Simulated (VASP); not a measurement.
# RbCl (Fm-3m) in VASP: further runs

Runs on RbCl. Level: PBEsol. Tasks: single point.

Everything below comes from runs of VASP 6.6.1. Logs are shortened: lines on timing, memory, paths and dates and some standing lists are left out, and cuts for length are marked.

## Step 1: The cell of the first run

The structure is cubic, space group Fm-3m (No. 225). Conventional cell: a = 6.548 Å, b = 6.548 Å, c = 6.548 Å, α = 90.00°, β = 90.00°, γ = 90.00°. Within 4.3 Å of Rb (site symmetry m-3m) lie 6 Cl at 3.27 Å. Within 4.3 Å of Cl (site symmetry m-3m) lie 6 Rb at 3.27 Å.

## Step 2: Single point, PBEsol

INCAR

```
SYSTEM = RbCl
PREC = Accurate
ENCUT = 500
EDIFF = 1E-6
ISMEAR = 0
SIGMA = 0.01
LREAL = .FALSE.
LASPH = .TRUE.
NELM = 120
ALGO = Normal
ISIF = 2
LWAVE = .FALSE.
LCHARG = .TRUE.
GGA = PS
LELF = .TRUE.
LVHAR = .TRUE.
NBANDS = 15
GGA_COMPAT = .FALSE.
```

KPOINTS

```
regular mesh
0
G
  6 6 6
  0 0 0
```

POSCAR

```
RbCl
1.0
    0.0000000000      3.2740000000      3.2740000000
    3.2740000000      0.0000000000      3.2740000000
    3.2740000000      3.2740000000      0.0000000000
Rb Cl
1 1
Direct
    0.0000000000      0.0000000000      0.0000000000
    0.5000000000      0.5000000000      0.5000000000
```

Potentials or basis: VASP PAW PBE potentials, release 64 (Rb_sv, Cl).

Command:

```sh
> cat potpaw_PBE.64/Rb_sv/POTCAR potpaw_PBE.64/Cl/POTCAR > POTCAR
> mpirun -np 1 vasp_std > vasp.out
```

OUTCAR:

```text
SYSTEM = RbCl
   PREC = Accurate
   ENCUT = 500
   EDIFF = 1E-6
   ISMEAR = 0
   LREAL = .FALSE.
   LASPH = .TRUE.
   NELM = 120
   ISIF = 2
   GGA = PS

 ion  position               nearest neighbor table
   1  0.000  0.000  0.000-   2 3.27   2 3.27   2 3.27   2 3.27   2 3.27   2 3.27
   2  0.500  0.500  0.500-   1 3.27   1 3.27   1 3.27   1 3.27   1 3.27   1 3.27

  LATTYP: Found a face centered cubic cell.
 ALAT       =     6.5480000000

  Lattice vectors:

 A1 = (   0.0000000000,   3.2740000000,   3.2740000000)
 A2 = (   3.2740000000,   0.0000000000,   3.2740000000)
 A3 = (   3.2740000000,   3.2740000000,   0.0000000000)

Analysis of symmetry for initial positions (statically):
=====================================================================
 Subroutine PRICEL returns:
 Original cell was already a primitive cell.

 Routine SETGRP: Setting up the symmetry group for a
 face centered cubic supercell.

 Subroutine GETGRP returns: Found 48 space group operations
 (whereof 48 operations were pure point group operations)
 out of a pool of 48 trial point group operations.

The static configuration has the point symmetry O_h .

Analysis of symmetry for dynamics (positions and initial velocities):
=====================================================================
 Subroutine PRICEL returns:
 Original cell was already a primitive cell.

 Routine SETGRP: Setting up the symmetry group for a
 face centered cubic supercell.

 Subroutine GETGRP returns: Found 48 space group operations
 (whereof 48 operations were pure point group operations)
 out of a pool of 48 trial point group operations.

The dynamic configuration has the point symmetry O_h .

 Subroutine INISYM returns: Found 48 space group operations
 (whereof 48 operations are pure point group operations),
 and found     1 'primitive' translations

----------------------------------------------------------------------------------------

                                     Primitive cell

  volume of cell :      70.1885

  direct lattice vectors                    reciprocal lattice vectors
     0.000000000  3.274000000  3.274000000    -0.152718387  0.152718387  0.152718387
     3.274000000  0.000000000  3.274000000     0.152718387 -0.152718387  0.152718387
     3.274000000  3.274000000  0.000000000     0.152718387  0.152718387 -0.152718387

  length of vectors
     4.630135203  4.630135203  4.630135203     0.264516006  0.264516006  0.264516006

  position of ions in fractional coordinates (direct lattice)
     0.000000000  0.000000000  0.000000000
     0.500000000  0.500000000  0.500000000

  ion indices of the primitive-cell ions
   primitive index   ion index
                 1           1
                 2           2

----------------------------------------------------------------------------------------

 KPOINTS: regular mesh

Automatic generation of k-mesh.
 Grid dimensions read from file:
 generate k-points for:    6    6    6

 Generating k-lattice:

  Cartesian coordinates                     Fractional coordinates (reciprocal lattice)
    -0.025453065  0.025453065  0.025453065     0.166666667  0.000000000  0.000000000
     0.025453065 -0.025453065  0.025453065     0.000000000  0.166666667  0.000000000
     0.025453065  0.025453065 -0.025453065     0.000000000  0.000000000  0.166666667

  Length of vectors
     0.044086001  0.044086001  0.044086001

  Shift w.r.t. Gamma in fractional coordinates (k-lattice)
     0.000000000  0.000000000  0.000000000

 Subroutine IBZKPT returns following result:
 ===========================================

 Found     16 irreducible k-points:

 Following reciprocal coordinates:
            Coordinates               Weight
  0.000000  0.000000  0.000000      1.000000
  0.166667  0.000000  0.000000      8.000000
  0.333333  0.000000  0.000000      8.000000
  0.500000  0.000000  0.000000      4.000000
  0.166667  0.166667  0.000000      6.000000
  0.333333  0.166667  0.000000     24.000000
[... 8 lines left out ...]
 -0.333333  0.333333  0.166667     24.000000
 -0.333333  0.500000  0.166667     12.000000
   k-points           NKPTS =     16   k-points in BZ     NKDIM =     16   number of bands    NBANDS=     15
   number of dos      NEDOS =    301   number of ions     NIONS =      2
   total plane-waves  NPLWV =  46656
   dimension x,y,z NGX =    36 NGY =   36 NGZ =   36
   dimension x,y,z NGXF=    72 NGYF=   72 NGZF=   72
   ions per type =               1   1
   NGX,Y,Z   is equivalent  to a cutoff of  12.93, 12.93, 12.93 a.u.
   NGXF,Y,Z  is equivalent  to a cutoff of  25.85, 25.85, 25.85 a.u.
 SYSTEM =  RbCl
   PREC   = accura    normal or accurate (medium, high low for compatibility)
   ISTART =      0    job   : 0-new  1-cont  2-samecut
   ICHARG =      2    charge: 1-file 2-atom 10-const
   ISPIN  =      1    spin polarized calculation?
   LNONCOLLINEAR =      F non collinear calculations
   LSORBIT =      F    spin-orbit coupling
   LASPH  =      T    aspherical Exc in radial PAW
   ENCUT  =  500.0 eV  36.75 Ry    6.06 a.u.   8.44  8.44  8.44*2*pi/ulx,y,z
   NELM   =    120;   NELMIN=  2; NELMDL= -5     # of ELM steps
   EDIFF  = 0.1E-05   stopping-criterion for ELM
   LREAL  =      F    real-space projection
   EDIFFG = 0.1E-04   stopping-criterion for IOM
   NSW    =      0    number of steps for IOM
   IBRION =     -1    ionic relax: 0-MD 1-quasi-New 2-CG
   NFREE  =      0    steps in history (QN), initial steepest desc. (CG)
   ISIF   =      2    stress and relaxation
   ISYM   =      2    0-nonsym 1-usesym 2-fastsym
   POTIM  = 0.5000    time-step for ionic-motion
   TEBEG  =    0.0;   TEEND  =   0.0 temperature during run
   PSTRESS=    0.0 pullay stress
   NELECT =      16.0000    total number of electrons
   NUPDOWN=      -1.0000    fix difference up-down
   EMIN   =  10.00;   EMAX   =-10.00  energy-range for DOS
   EFERMI =   0.00;   METHOD = LEGACY
   ISMEAR =     0;   SIGMA  =   0.01  broadening in eV -4-tet -1-fermi 0-gaus
   EFERMI_NEDOS =   21; number of points for ismear=-14 and -15
   IALGO  =     38    algorithm
   IMIX   =      4    mixing-type and parameters
     AMIX     =   0.40;   BMIX     =  1.00
     AMIX_MAG =   1.60;   BMIX_MAG =  1.00
  volume/ion in A,a.u.               =      35.09       236.83
  Fermi-wavevector in a.u.,A,eV,Ry     =   1.000060  1.889840 13.607465  1.000120
  Thomas-Fermi vector in A             =   2.132392
   LORBIT       =      0    0 simple, 1 ext, 2 COOP (PROOUT), +10 PAW based schemes
   GGA     = PS    functional components
   LHFCALC =     F    Hartree Fock is set to
   AEXX    =    0.0000 exact exchange contribution
   IVDW    =     0    specifies the selected vdW correction
   LEPSILON=     F    determine dielectric tensor
   LRPA    =     F    only Hartree local field effects (RPA)
 non-spin polarized calculation
 Gauss-broadening in eV      SIGMA  =   0.01
  energy-cutoff  :      500.00
  volume of cell :       70.19
 maximum number of plane-waves:      1807
 NGX is ok and might be reduce to    36
   NGX = 17   NGY = 17   NGZ = 17

 number of electron      16.0000001 magnetization

 Free energy of the ion-electron system (eV)
  ---------------------------------------------------
  ext. energy  EPLUGINS =         0.00000000
  ---------------------------------------------------
  free energy    TOTEN  =        -6.89453412 eV

  energy without entropy =       -6.89453412  energy(sigma->0) =       -6.89453412

 E-fermi :  -1.7983     XC(G=0):  -7.5903

 val. band max:       -1.8940771804   @ k =   0.0000   0.0000   0.0000
 cond. band min:       2.9932217520   @ k =   0.0000   0.0000   0.0000
 fundamental gap:      4.8872989324
 Fermi energy:        -1.7982754574

 k-point     1 :       0.0000    0.0000    0.0000
  band No.  band energies     occupation
      1     -25.7352      2.00000
      2     -13.8769      2.00000
      3      -9.7951      2.00000
      4      -9.7951      2.00000
      5      -9.7951      2.00000
      6      -1.8941      2.00000
      7      -1.8941      2.00000
      8      -1.8941      2.00000
      9       2.9932      0.00000
     10       6.0188      0.00000
     11       6.0188      0.00000
     12       6.0188      0.00000
     13       7.0098      0.00000
     14       7.0098      0.00000
     15      10.0615      0.00000

 k-point     2 :       0.1667    0.0000    0.0000
  band No.  band energies     occupation
      1     -25.7308      2.00000
      2     -13.8943      2.00000
      3      -9.7984      2.00000
      4      -9.7984      2.00000
      5      -9.7873      2.00000
      6      -2.1677      2.00000
      7      -1.9901      2.00000
      8      -1.9901      2.00000
      9       3.6317      0.00000
     10       5.8363      0.00000
     11       6.3716      0.00000
     12       6.3716      0.00000
     13       7.4308      0.00000
     14       7.4308      0.00000
     15      11.1550      0.00000

 k-point     3 :       0.3333    0.0000    0.0000
  band No.  band energies     occupation
      1     -25.7219      2.00000
      2     -13.9288      2.00000
      3      -9.8048      2.00000
      4      -9.8048      2.00000
      5      -9.7720      2.00000
      6      -2.6156      2.00000
      7      -2.1709      2.00000
      8      -2.1709      2.00000
      9       4.9850      0.00000
     10       5.8333      0.00000
     11       7.3475      0.00000
     12       7.3475      0.00000
     13       8.4935      0.00000
     14       8.4935      0.00000
     15      10.9901      0.00000
[... 199 lines left out ...]
 k-point    15 :      -0.3333    0.3333    0.1667
  band No.  band energies     occupation
      1     -25.7136      2.00000
      2     -13.8834      2.00000
      3      -9.9469      2.00000
      4      -9.9389      2.00000
      5      -9.7835      2.00000
      6      -2.4676      2.00000
      7      -2.1773      2.00000
      8      -2.1684      2.00000
      9       5.7120      0.00000
     10       5.7881      0.00000
     11       7.6209      0.00000
     12       7.6991      0.00000
     13       9.1309      0.00000
     14       9.7447      0.00000
     15      10.1478      0.00000

 k-point    16 :      -0.3333    0.5000    0.1667
  band No.  band energies     occupation
      1     -25.7124      2.00000
      2     -13.8529      2.00000
      3     -10.0340      2.00000
      4      -9.9484      2.00000
      5      -9.8124      2.00000
      6      -2.2748      2.00000
      7      -2.1872      2.00000
      8      -2.0776      2.00000
      9       4.8957      0.00000
     10       6.5868      0.00000
     11       6.8739      0.00000
     12       7.9290      0.00000
     13       8.9508      0.00000
     14       9.9212      0.00000
     15      10.3917      0.00000

------------------------ aborting loop because EDIFF is reached ----------------------------------------

  FORCE on cell =-STRESS in cart. coord.  units (eV):
  Direction    XX          YY          ZZ          XY          YZ          ZX
  --------------------------------------------------------------------------------------
  -------------------------------------------------------------------------------------
  Total       -0.0104055     -0.0104055     -0.0104055      0.0000000      0.0000000     -0.0000000
  in kB       -0.2375248     -0.2375248     -0.2375248      0.0000000      0.0000000     -0.0000000
  external PRESSURE =      -0.2375248 kB  Pullay stress =       0.0000000 kB

 VOLUME and BASIS-vectors are now :
 -----------------------------------------------------------------------------
  energy-cutoff  :      500.00
  volume of cell :       70.19
      direct lattice vectors                 reciprocal lattice vectors
     0.000000000  3.274000000  3.274000000    -0.152718387  0.152718387  0.152718387
     3.274000000  0.000000000  3.274000000     0.152718387 -0.152718387  0.152718387
     3.274000000  3.274000000  0.000000000     0.152718387  0.152718387 -0.152718387

 POSITION                                       TOTAL-FORCE (eV/Angst)
 -----------------------------------------------------------------------------------
      0.00000      0.00000      0.00000        -0.000000      0.000000     -0.000000
      3.27400      3.27400      3.27400         0.000000     -0.000000      0.000000
 -----------------------------------------------------------------------------------
    total drift:                                0.000000      0.000000      0.000000

  FREE ENERGIE OF THE ION-ELECTRON SYSTEM (eV)
  ---------------------------------------------------
  free  energy   TOTEN  =        -6.8945341194 eV

  energy  without entropy=       -6.8945341194  energy(sigma->0) =       -6.89453412
```

It took 8.8 s on 1 thread of Intel Xeon 6975P-C (Granite Rapids), shared host; peak memory 0.2 GiB.

What came out:

```
Free energy            : -6.8945 eV
Pressure               : 0.0 GPa
Band gap on the k mesh : 4.89 eV, direct
```

Caveat: the PAW data sets were made with another functional, which shifts forces and pressure a little.

## Step 3: Single point, PBEsol

INCAR

```
PREC = Accurate
ENCUT = 500
EDIFF = 1E-6
ISMEAR = 0
SIGMA = 0.01
LREAL = F
LASPH = T
NELM = 120
ALGO = Normal
ISIF = 2
LWAVE = F
LCHARG = F
GGA = PS
NBANDS = 15
GGA_COMPAT = F
```

KPOINTS

```
Automatic mesh
0
Gamma
  6 6 6
```

POSCAR is that of step 2.

Potentials or basis: VASP PAW PBE potentials, release 64 (Rb_sv, Cl).

Command:

```sh
> cat potpaw_PBE.64/Rb_sv/POTCAR potpaw_PBE.64/Cl/POTCAR > POTCAR
> mpirun -np 1 vasp_std > vasp.out
```

It took 8.2 s on 1 thread of Intel Xeon 6975P-C (Granite Rapids), shared host; peak memory 0.2 GiB.

Results (log left out):

* Free energy: -6.8945 eV
* Pressure: 0.0 GPa
* Band gap on the k mesh: 4.89 eV, direct

Levels at points of the mesh, in eV from the valence-band top:
```tsv
k point	band 5	band 6	band 7	band 8	band 9	band 10	band 11	band 12
(0.00, 0.00, 0.00)	-7.90	0.00	0.00	0.00	4.89	7.91	7.91	7.91
(0.50, 0.00, 0.00)	-7.87	-0.91	-0.36	-0.36	7.65	7.92	10.14	10.14
(0.50, 0.50, 0.00)	-8.01	-0.33	-0.10	-0.10	6.07	8.01	9.64	10.04
```

Caveat: the PAW data sets were made with another functional, which shifts forces and pressure a little.

## Step 4: Single point, PBEsol

This run uses another cell than the first one, of 34.57 Å³/atom, 0.985 times its volume.

INCAR

```
SYSTEM = RbCl
PREC     = Accurate       ! precision mode
ENCUT    = 500            ! plane-wave cutoff, eV
EDIFF    = 1E-6           ! SCF threshold, eV
ISMEAR   = 0              ! smearing method
SIGMA    = 0.01           ! smearing width, eV
LREAL    = .False.        ! projectors in reciprocal space
LASPH    = .True.         ! aspherical terms in the spheres
NELM     = 120            ! most SCF steps
ALGO     = Normal         ! electronic algorithm
ISIF     = 2              ! what is computed and relaxed
LWAVE    = .False.        ! write WAVECAR
LCHARG   = .False.        ! write CHGCAR
GGA      = PS             ! functional
NBANDS   = 15             ! bands
GGA_COMPAT= .False.
```

KPOINTS

```
Automatic mesh
0
Gamma
  6 6 6
  0 0 0
```

POSCAR

```
RbCl
1.0
    0.0000000000      3.2576300000      3.2576300000
    3.2576300000      0.0000000000      3.2576300000
    3.2576300000      3.2576300000      0.0000000000
Rb Cl
1 1
Direct
    0.0000000000      0.0000000000      0.0000000000
    0.5000000000      0.5000000000      0.5000000000
```

Command:

```sh
> cat potpaw_PBE.64/Rb_sv/POTCAR potpaw_PBE.64/Cl/POTCAR > POTCAR
> mpirun -np 1 vasp_std > vasp.out
```

It took 8.4 s on 1 thread of Intel Xeon 6975P-C (Granite Rapids), shared host; peak memory 0.2 GiB.

The run converged. Its results:

| Property | Result |
| --- | --- |
| Free energy | -6.8936 eV |
| Pressure | 0.2 GPa |
| Band gap on the k mesh | 4.93 eV, direct |

Levels at points of the mesh, in eV from the valence-band top:
```
           k point  band 4  band 5  band 6  band 7  band 8  band 9  band 10  band 11  band 12  band 13
(0.00, 0.00, 0.00)   -7.87   -7.87    0.00    0.00    0.00    4.93     7.92     7.92     7.92     8.92
(0.50, 0.00, 0.00)   -7.88   -7.83   -0.94   -0.38   -0.38    7.69     7.97    10.20    10.20    11.37
(0.50, 0.50, 0.00)   -7.98   -7.98   -0.33   -0.10   -0.10    6.06     8.08     9.72    10.07    10.45
```

Caveat: the PAW data sets were made with another functional, which shifts forces and pressure a little. Expect the measured gap to be larger: semilocal functionals such as PBEsol lack the derivative discontinuity.
